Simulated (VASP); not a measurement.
# Cr (P6_3/mmc) in VASP: further runs

Runs on Cr. Level: r2SCAN. Tasks: single point.

Everything below comes from runs of VASP 6.6.1. Logs are shortened: lines on timing, memory, paths and dates and some standing lists are left out, and cuts for length are marked.

### Step 1. The cell of the first run

It takes space group P6_3/mmc (No. 194, hexagonal). Conventional cell: a = 2.895 Å, b = 2.895 Å, c = 3.933 Å, α = 90.00°, β = 90.00°, γ = 120.00°. Cr (site symmetry -6m2) has 12 Cr at 2.58 to 2.89 Å within 3.4 Å.

### Step 2. Single point, r2SCAN, collinear spin, antiferromagnetic start (volume scaled by 0.96)

Input file POSCAR:

```
Cr
1.0
    2.8948834557      0.0000000000      0.0000000000
   -1.4474417279      2.5070426137      0.0000000000
    0.0000000000      0.0000000000      3.9330723673
Cr
2
Direct
    0.3333333333      0.6666666667      0.2500000000
    0.6666666667      0.3333333333      0.7500000000
```

Input file INCAR.step1:

```
PREC = Accurate ; ENCUT = 520
ISMEAR = -1 ; SIGMA = 0.05
LREAL = False ; LASPH = True
NELM = 150 ; ISPIN = 2
MAGMOM = 3.096 -3.096 ; LMAXMIX = 4
NBANDS = 23 ; GGA = PE
ALGO = Normal ; EDIFF = 1E-4
LWAVE = True ; LCHARG = False
```

Input file INCAR.step2:

```
PREC = Accurate ; ENCUT = 520
EDIFF = 1E-6 ; ISMEAR = -1
SIGMA = 0.05 ; LREAL = False
LASPH = True ; NELM = 150
ALGO = Normal ; ISIF = 2
LWAVE = False ; LCHARG = False
ISPIN = 2 ; MAGMOM = 3.096 -3.096
LORBIT = 11 ; LMAXMIX = 4
METAGGA = R2SCAN ; LMIXTAU = True
NBANDS = 23 ; ISTART = 1
```

Input file KPOINTS:

```
Automatic mesh
0
Gamma
  14 14 9
```

Potentials or basis: VASP PAW PBE potentials, release 64 (Cr_pv).

Started as:

```bash
> cat potpaw_PBE.64/Cr_pv/POTCAR > POTCAR
> cp INCAR.step1 INCAR
> mpirun -np 1 vasp_std > vasp.out
> cp INCAR.step2 INCAR
> mpirun -np 1 vasp_std > vasp.out
```

OUTCAR:

```text
PREC = Accurate
   ENCUT = 520
   EDIFF = 1E-6
   ISMEAR = -1
   LREAL = False
   LASPH = True
   NELM = 150
   ISIF = 2
   ISPIN = 2
   LORBIT = 11
   METAGGA = R2SCAN
   ISTART = 1

 ion  position               nearest neighbor table
   1  0.333  0.667  0.250-   2 2.58   2 2.58   2 2.58   2 2.58   2 2.58   2 2.58
   2  0.667  0.333  0.750-   1 2.58   1 2.58   1 2.58   1 2.58   1 2.58   1 2.58

  LATTYP: Found a hexagonal cell.
 ALAT       =     2.8948834557
 C/A-ratio  =     1.3586289146

  Lattice vectors:

 A1 = (   2.8948834557,   0.0000000000,   0.0000000000)
 A2 = (  -1.4474417279,   2.5070426137,   0.0000000000)
 A3 = (   0.0000000000,   0.0000000000,   3.9330723673)

Analysis of symmetry for initial positions (statically):
=====================================================================
 Subroutine PRICEL returns:
 Original cell was already a primitive cell.

 Routine SETGRP: Setting up the symmetry group for a
 hexagonal supercell.

 Subroutine GETGRP returns: Found 24 space group operations
 (whereof 12 operations were pure point group operations)
 out of a pool of 24 trial point group operations.

The static configuration has the point symmetry D_3d.
 The point group associated with its full space group is D_6h.

Analysis of symmetry for dynamics (positions and initial velocities):
=====================================================================
 Subroutine PRICEL returns:
 Original cell was already a primitive cell.

 Routine SETGRP: Setting up the symmetry group for a
 hexagonal supercell.

 Subroutine GETGRP returns: Found 24 space group operations
 (whereof 12 operations were pure point group operations)
 out of a pool of 24 trial point group operations.

The dynamic configuration has the point symmetry D_3d.
 The point group associated with its full space group is D_6h.

Analysis of structural, dynamic, and magnetic symmetry:
=====================================================================
 Subroutine PRICEL returns:
 Original cell was already a primitive cell.

 Routine SETGRP: Setting up the symmetry group for a
 hexagonal supercell.

 Subroutine GETGRP returns: Found 24 space group operations
 (whereof 12 operations were pure point group operations)
 out of a pool of 24 trial point group operations.

The overall configuration has the point symmetry D_3d.
 The point group associated with its full space group is D_6h.

 Subroutine INISYM returns: Found 24 space group operations
 (whereof 12 operations are pure point group operations),
 and found     1 'primitive' translations

----------------------------------------------------------------------------------------

                                     Primitive cell

  volume of cell :      28.5447

  direct lattice vectors                    reciprocal lattice vectors
     2.894883456  0.000000000  0.000000000     0.345437050  0.199438174  0.000000000
    -1.447441728  2.507042614  0.000000000     0.000000000  0.398876347  0.000000000
     0.000000000  0.000000000  3.933072367     0.000000000  0.000000000  0.254254157

  length of vectors
     2.894883456  2.894883456  3.933072367     0.398876347  0.398876347  0.254254157

  position of ions in fractional coordinates (direct lattice)
     0.333333333  0.666666667  0.250000000
     0.666666667  0.333333333  0.750000000

  ion indices of the primitive-cell ions
   primitive index   ion index
                 1           1
                 2           2

----------------------------------------------------------------------------------------

 KPOINTS: Automatic mesh

Automatic generation of k-mesh.
 Grid dimensions read from file:
 generate k-points for:   14   14    9

 Generating k-lattice:

  Cartesian coordinates                     Fractional coordinates (reciprocal lattice)
     0.024674075  0.014245584  0.000000000     0.071428571  0.000000000  0.000000000
     0.000000000  0.028491168  0.000000000     0.000000000  0.071428571  0.000000000
     0.000000000  0.000000000  0.028250462     0.000000000  0.000000000  0.111111111

  Length of vectors
     0.028491168  0.028491168  0.028250462

  Shift w.r.t. Gamma in fractional coordinates (k-lattice)
     0.000000000  0.000000000  0.000000000

 Subroutine IBZKPT returns following result:
 ===========================================

 Found    120 irreducible k-points:

 Following reciprocal coordinates:
            Coordinates               Weight
  0.000000  0.000000  0.000000      1.000000
  0.071429  0.000000  0.000000      6.000000
  0.142857  0.000000  0.000000      6.000000
  0.214286 -0.000000  0.000000      6.000000
  0.285714  0.000000  0.000000      6.000000
  0.357143  0.000000  0.000000      6.000000
[... 16 lines left out ...]
  0.285714  0.285714  0.000000      6.000000
  0.357143  0.285714  0.000000      6.000000
 [... further k-points ...]
   k-points           NKPTS =    120   k-points in BZ     NKDIM =    120   number of bands    NBANDS=     23
[... 91 lines left out ...]
      2     -37.1842      1.00000
      3     -37.1766      1.00000
      4     -33.3128      1.00000
      5     -33.1342      1.00000
      6     -33.1252      1.00000
[... 15 lines left out ...]
     22      24.5919      0.00000
     23      26.5463      0.00000

 k-point     3 :       0.1429    0.0000    0.0000
  band No.  band energies     occupation
      1     -37.3261      1.00000
      2     -37.2125      1.00000
      3     -37.1837      1.00000
      4     -33.3128      1.00000
      5     -33.1661      1.00000
      6     -33.1323      1.00000
[... 15 lines left out ...]
     22      22.7860      0.00000
     23      25.0047      0.00000
[... 495 lines left out ...]
 k-point    23 :       0.2857    0.2857    0.0000
  band No.  band energies     occupation
      1     -37.3381      1.00000
      2     -37.2866      1.00000
      3     -37.2796      1.00000
      4     -33.3128      1.00000
      5     -33.3052      1.00000
      6     -33.2428      1.00000
[... 15 lines left out ...]
     22      20.7108      0.00000
     23      20.7957      0.00000

 k-point    24 :       0.3571    0.2857    0.0000
  band No.  band energies     occupation
      1     -37.3316      1.00000
      2     -37.3009      1.00000
      3     -37.2780      1.00000
      4     -33.3128      1.00000
      5     -33.2984      1.00000
      6     -33.2582      1.00000
[... 15 lines left out ...]
     22      21.0582      0.00000
     23      21.9042      0.00000

 [... further k-points ...]

 spin component 2

 k-point     1 :       0.0000    0.0000    0.0000
  band No.  band energies     occupation
      1     -37.3358      1.00000
      2     -37.1741      1.00000
      3     -37.1740      1.00000
      4     -33.3128      1.00000
      5     -33.1227      1.00000
      6     -33.1227      1.00000
[... 15 lines left out ...]
     22      25.0175      0.00000
     23      28.0349      0.00000

 k-point     2 :       0.0714    0.0000    0.0000
  band No.  band energies     occupation
      1     -37.3332      1.00000
      2     -37.1842      1.00000
      3     -37.1766      1.00000
      4     -33.3128      1.00000
      5     -33.1342      1.00000
      6     -33.1252      1.00000
[... 15 lines left out ...]
     22      24.5919      0.00000
     23      26.5463      0.00000

 k-point     3 :       0.1429    0.0000    0.0000
  band No.  band energies     occupation
      1     -37.3261      1.00000
      2     -37.2125      1.00000
      3     -37.1837      1.00000
      4     -33.3128      1.00000
      5     -33.1661      1.00000
      6     -33.1323      1.00000
[... 15 lines left out ...]
     22      22.7860      0.00000
     23      25.0047      0.00000
[... 495 lines left out ...]
 k-point    23 :       0.2857    0.2857    0.0000
  band No.  band energies     occupation
      1     -37.3381      1.00000
      2     -37.2866      1.00000
      3     -37.2796      1.00000
      4     -33.3128      1.00000
      5     -33.3052      1.00000
      6     -33.2428      1.00000
[... 15 lines left out ...]
     22      20.7108      0.00000
     23      20.7957      0.00000

 k-point    24 :       0.3571    0.2857    0.0000
  band No.  band energies     occupation
      1     -37.3316      1.00000
      2     -37.3009      1.00000
      3     -37.2780      1.00000
      4     -33.3128      1.00000
      5     -33.2984      1.00000
      6     -33.2582      1.00000
[... 15 lines left out ...]
     22      21.0582      0.00000
     23      21.9042      0.00000

 [... further k-points ...]

------------------------ aborting loop because EDIFF is reached ----------------------------------------

  FORCE on cell =-STRESS in cart. coord.  units (eV):
  Direction    XX          YY          ZZ          XY          YZ          ZX
  --------------------------------------------------------------------------------------
  -------------------------------------------------------------------------------------
  Total        0.5866268      0.5866268      0.6070616     -0.0000000     -0.0000000      0.0000000
  in kB       32.9266627     32.9266627     34.0736445     -0.0000000     -0.0000000      0.0000000
  external PRESSURE =      33.3089900 kB  Pullay stress =       0.0000000 kB

 VOLUME and BASIS-vectors are now :
 -----------------------------------------------------------------------------
  energy-cutoff  :      520.00
  volume of cell :       28.54
      direct lattice vectors                 reciprocal lattice vectors
     2.894883456  0.000000000  0.000000000     0.345437050  0.199438174  0.000000000
    -1.447441728  2.507042614  0.000000000     0.000000000  0.398876347  0.000000000
     0.000000000  0.000000000  3.933072367     0.000000000  0.000000000  0.254254157

 POSITION                                       TOTAL-FORCE (eV/Angst)
 -----------------------------------------------------------------------------------
     -0.00000      1.67136      0.98327        -0.000000      0.000000      0.000000
      1.44744      0.83568      2.94980         0.000000     -0.000000      0.000000
 -----------------------------------------------------------------------------------
    total drift:                                0.000000     -0.000000      0.000000

  FREE ENERGIE OF THE ION-ELECTRON SYSTEM (eV)
  ---------------------------------------------------
  free  energy   TOTEN  =       -29.1561178462 eV

  energy  without entropy=      -29.1379960434  energy(sigma->0) =      -29.14705694

 total charge

# of ion       s       p       d       tot
------------------------------------------
    1        0.589   6.274   4.110  10.973
    2        0.589   6.274   4.110  10.973
--------------------------------------------------
tot          1.179  12.547   8.220  21.946

 magnetization (x)

# of ion       s       p       d       tot
------------------------------------------
    1        0.060   0.036   3.019   3.114
    2       -0.060  -0.036  -3.019  -3.114
--------------------------------------------------
tot         -0.000   0.000  -0.000  -0.000
```

It took 17 min on 1 thread of Oxide Virtual Turin-like, shared host; peak memory 0.21 GiB.

What came out:

- Free energy: -29.1561 eV
- Pressure: 3.3 GPa
- Band gap on the k mesh: zero (filled and empty bands overlap)
- Net moment: 0.00 μB per cell
- Site moments: Cr +3.11, -3.11 μB
- Valence electrons inside the program's atomic spheres: Cr 10.97

Levels at points of the mesh, in eV from the Fermi level:
Spin up:
```
           k point  band 8  band 9  band 10  band 11  band 12  band 13  band 14  band 15  band 16  band 17
(0.00, 0.00, 0.00)   -3.93   -1.74    -1.74    -1.16    -1.16     1.26     1.35     1.90     1.90     1.90
(0.50, 0.00, 0.00)   -3.34   -3.17    -2.13    -1.85     0.05     0.89     1.20     1.43     2.62     3.66
```
Spin down:
```csv
k point,band 9,band 10,band 11,band 12,band 13,band 14,band 15,band 16
"(0.00, 0.00, 0.00)",-1.74,-1.74,-1.16,-1.16,1.26,1.35,1.90,1.90
"(0.50, 0.00, 0.00)",-3.17,-2.13,-1.85,0.05,0.89,1.20,1.43,2.62
```

Caveat: the PAW data sets were made with another functional, which shifts forces and pressure a little.

### Step 3. Single point, r2SCAN, collinear spin, antiferromagnetic start (volume scaled by 1.08)

Input file POSCAR:

```
Cr
1.0
    3.0108001229      0.0000000000      0.0000000000
   -1.5054000615      2.6074293922      0.0000000000
    0.0000000000      0.0000000000      4.0905601031
Cr
2
Direct
    0.3333333333      0.6666666667      0.2500000000
    0.6666666667      0.3333333333      0.7500000000
```

Input file INCAR.step1:

```
SYSTEM = Cr
PREC     = Accurate       ! precision mode
ENCUT    = 520            ! plane-wave cutoff, eV
ISMEAR   = -1             ! smearing method
SIGMA    = 0.05           ! smearing width, eV
LREAL    = .False.        ! projectors in reciprocal space
LASPH    = .True.         ! aspherical terms in the spheres
NELM     = 150            ! most SCF steps
ISPIN    = 2              ! spin polarisation
MAGMOM   = 3.096 -3.096   ! initial moments
LMAXMIX  = 4              ! l up to which the mixer works
NBANDS   = 23             ! bands
GGA      = PE             ! functional
ALGO     = Normal         ! electronic algorithm
EDIFF    = 1E-4           ! SCF threshold, eV
LWAVE    = .True.         ! write WAVECAR
LCHARG   = .False.        ! write CHGCAR
```

Input file INCAR.step2:

```
SYSTEM = Cr
PREC     = Accurate       ! precision mode
ENCUT    = 520            ! plane-wave cutoff, eV
EDIFF    = 1E-7           ! SCF threshold, eV
ISMEAR   = -1             ! smearing method
SIGMA    = 0.05           ! smearing width, eV
LREAL    = .False.        ! projectors in reciprocal space
LASPH    = .True.         ! aspherical terms in the spheres
NELM     = 150            ! most SCF steps
ALGO     = Normal         ! electronic algorithm
ISIF     = 2              ! what is computed and relaxed
LWAVE    = .False.        ! write WAVECAR
LCHARG   = .True.         ! write CHGCAR
ISPIN    = 2              ! spin polarisation
MAGMOM   = 3.096 -3.096   ! initial moments
LORBIT   = 11             ! projections on sites
LMAXMIX  = 4              ! l up to which the mixer works
METAGGA  = R2SCAN         ! meta-GGA
LMIXTAU  = .True.       
LELF     = .True.         ! ELF
LVHAR    = .True.       
NBANDS   = 23             ! bands
ISTART   = 1
```

Input file KPOINTS:

```
regular mesh
0
Gamma
  14 14 9
  0 0 0
```

Potentials or basis: VASP PAW PBE potentials, release 64 (Cr_pv).

Started as:

```bash
> cat potpaw_PBE.64/Cr_pv/POTCAR > POTCAR
> cp INCAR.step1 INCAR
> mpirun -np 1 vasp_std > vasp.out
> cp INCAR.step2 INCAR
> mpirun -np 1 vasp_std > vasp.out
```

Run time: 13 min. Hardware: 1 thread of Oxide Virtual Turin-like, shared host; peak memory 0.22 GiB.

Results (log left out):

* Free energy: -29.1407 eV
* Pressure: -4.3 GPa
* Band gap on the k mesh: zero (filled and empty bands overlap)
* Net moment: 0.00 μB per cell
* Site moments: Cr +3.44, -3.44 μB
* Valence electrons inside the program's atomic spheres: Cr 10.81

Stress tensor (GPa, compression positive):
```
-4.06  0.00  0.00
 0.00 -4.06  0.00
 0.00  0.00 -4.64
```

Levels at points of the mesh, in eV from the Fermi level:
Spin up:
| k point | band 9 | band 10 | band 11 | band 12 | band 13 | band 14 | band 15 | band 16 |
| --- | --- | --- | --- | --- | --- | --- | --- | --- |
| (0.00, 0.00, 0.00) | -1.63 | -1.63 | -1.12 | -1.12 | 1.48 | 1.60 | 1.62 | 2.40 |
| (0.50, 0.00, 0.00) | -2.81 | -1.95 | -1.65 | -0.12 | 1.20 | 1.35 | 1.64 | 2.37 |
Spin down:
```
           k point  band 8  band 9  band 10  band 11  band 12  band 13  band 14  band 15  band 16  band 17
(0.00, 0.00, 0.00)   -3.41   -1.63    -1.63    -1.12    -1.12     1.48     1.60     1.62     2.40     2.40
(0.50, 0.00, 0.00)   -2.87   -2.81    -1.95    -1.65    -0.12     1.20     1.35     1.64     2.37     3.78
```

Caveat: the PAW data sets were made with another functional, which shifts forces and pressure a little.

### Step 4. Single point, r2SCAN, collinear spin, antiferromagnetic start (volume scaled by 1.12)

Input file POSCAR:

```
Cr
1.0
    3.0475208166      0.0000000000      0.0000000000
   -1.5237604083      2.6392304457      0.0000000000
    0.0000000000      0.0000000000      4.1404498993
Cr
2
Direct
    0.3333333333      0.6666666667      0.2500000000
    0.6666666667      0.3333333333      0.7500000000
```

Input file INCAR.step1:

```
ALGO = Normal
EDIFF = 1E-4
ENCUT = 520
GGA = PE
ISMEAR = -1
ISPIN = 2
LASPH = T
LCHARG = F
LMAXMIX = 4
LREAL = F
LWAVE = T
MAGMOM = 3.096 -3.096
NBANDS = 23
NELM = 150
PREC = Accurate
SIGMA = 0.05
```

Input file INCAR.step2:

```
ALGO = Normal
EDIFF = 1E-6
ENCUT = 520
ISIF = 2
ISMEAR = -1
ISPIN = 2
ISTART = 1
LASPH = T
LCHARG = F
LMAXMIX = 4
LMIXTAU = T
LORBIT = 11
LREAL = F
LWAVE = F
MAGMOM = 3.096 -3.096
METAGGA = R2SCAN
NBANDS = 23
NELM = 150
PREC = Accurate
SIGMA = 0.05
```

Input file KPOINTS:

```
k-points
0
Gamma
  14 14 9
```

Started as:

```bash
> cat potpaw_PBE.64/Cr_pv/POTCAR > POTCAR
> cp INCAR.step1 INCAR
> mpirun -np 1 vasp_std > vasp.out
> cp INCAR.step2 INCAR
> mpirun -np 1 vasp_std > vasp.out
```

Wall time 10 min (1 thread of Oxide Virtual Turin-like, shared host); peak memory 0.22 GiB.

Results (log left out):

```yaml
Free_energy: -29.1038 eV
Pressure: -6.0 GPa
Band_gap_on_the_k_mesh: zero (filled and empty bands overlap)
Net_moment: 0.00 μB per cell
Site_moments: Cr +3.52, -3.52 μB
Valence_electrons_inside_the_program's_atomic_spheres: Cr 10.77
```

Stress tensor (GPa, compression positive):
```
-5.99  0.00  0.00
 0.00 -5.99  0.00
 0.00  0.00 -6.09
```

Levels at points of the mesh, in eV from the Fermi level:
Spin up:
```tsv
k point	band 10	band 11	band 12	band 13	band 14	band 15
(0.00, 0.00, 0.00)	-1.61	-1.12	-1.12	1.53	1.53	1.66
(0.50, 0.00, 0.00)	-1.92	-1.61	-0.18	1.27	1.36	1.67
```
Spin down:
```csv
k point,band 8,band 9,band 10,band 11,band 12,band 13,band 14,band 15,band 16,band 17
"(0.00, 0.00, 0.00)",-3.28,-1.61,-1.61,-1.12,-1.12,1.53,1.53,1.66,2.51,2.51
"(0.50, 0.00, 0.00)",-2.75,-2.72,-1.92,-1.61,-0.18,1.27,1.36,1.67,2.33,3.80
```

Caveat: the PAW data sets were made with another functional, which shifts forces and pressure a little.

### Step 5. The runs side by side

```csv
cell,gap on the mesh (eV),pressure (GPa),moment (μB)
"a = 2.895, b = 2.895, c = 3.933 Å, angles 90.0, 90.0, 120.0°, 2 atoms",none,3.3,0.00
"a = 3.011, b = 3.011, c = 4.091 Å, angles 90.0, 90.0, 120.0°, 2 atoms",none,-4.3,0.00
"a = 3.048, b = 3.048, c = 4.140 Å, angles 90.0, 90.0, 120.0°, 2 atoms",none,-6.0,0.00
```

Alike in all rows: task single point; level r2SCAN; potentials or basis VASP PAW PBE potentials, release 64 (Cr_pv); spin collinear, antiferromagnetic start; k mesh 14 × 14 × 9; cutoff (eV) 520; smearing fermi-dirac 0.05 eV.

Caveats: the PAW data sets were made with another functional, which shifts forces and pressure a little.

Absolute energies hang on the potentials; compare differences alone.
